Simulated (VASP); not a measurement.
Here is a VASP 6.6.1 calculation.

INCAR

```
SYSTEM = SiC
  PREC = Accurate
  ENCUT = 520
  EDIFF = 1E-6
  ISMEAR = 0
  SIGMA = 0.05
  LREAL = .FALSE.
  LASPH = .TRUE.
  NELM = 100
  ALGO = Normal
  ISIF = 2
  LWAVE = .FALSE.
  LCHARG = .FALSE.
  GGA = PE
  NBANDS = 36
```

KPOINTS

```
regular mesh
0
G
  10 10 2
  0 0 0
```

File POSCAR:

```
SiC
1.0
    2.1898640950     -2.1898640950      0.0000000000
    2.1898640950      0.0000000000     -2.1898640950
   10.4915071875     10.4915071875     10.4915071875
Si C
6 6
Direct
    1.0000000000      0.0000000000      0.3304570805
    0.3333333333      0.3333333333      0.1913055391
    0.6666666667      0.6666666667      0.4696086219
    1.0000000000      1.0000000000      0.7479117047
    0.3333333333      0.3333333333      0.6087601633
    0.6666666667      0.6666666667      0.0521539977
    0.6666666667      0.6666666667      0.3652449658
    0.0000000000      0.0000000000      0.2260934245
    0.3333333333      0.3333333333      0.5043965072
    0.6666666667      0.6666666667      0.7826995900
    0.0000000000      0.0000000000      0.6435480486
    0.3333333333      0.3333333333      0.0869418831
```

Potentials or basis: VASP PAW PBE potentials, release 64 (Si, C).

Launch:

```sh
$ cat potpaw_PBE.64/Si/POTCAR potpaw_PBE.64/C/POTCAR > POTCAR
$ mpirun -np 1 vasp_std > vasp.out
```

Q: Estimate the band gap on the k mesh.

A: Zero (bands 24 and 25 overlap by 0.14 eV).

Q: What does it give for the largest force?

A: 2.751 eV/Å.

Q: What does it give for the pressure?

A: -0.7 GPa.

Stress tensor (GPa, compression positive):
```
-0.66 -0.56 -0.56
-0.56 -0.66 -0.56
-0.56 -0.56 -0.66
```

Caveat: the cell differs from its parent crystal (the distance across one plane changed); semilocal functionals underestimate gaps, so a narrow gap can read as zero; forces of over 1 eV/Å act on the atoms, so gaps and moduli don't describe the material at rest.
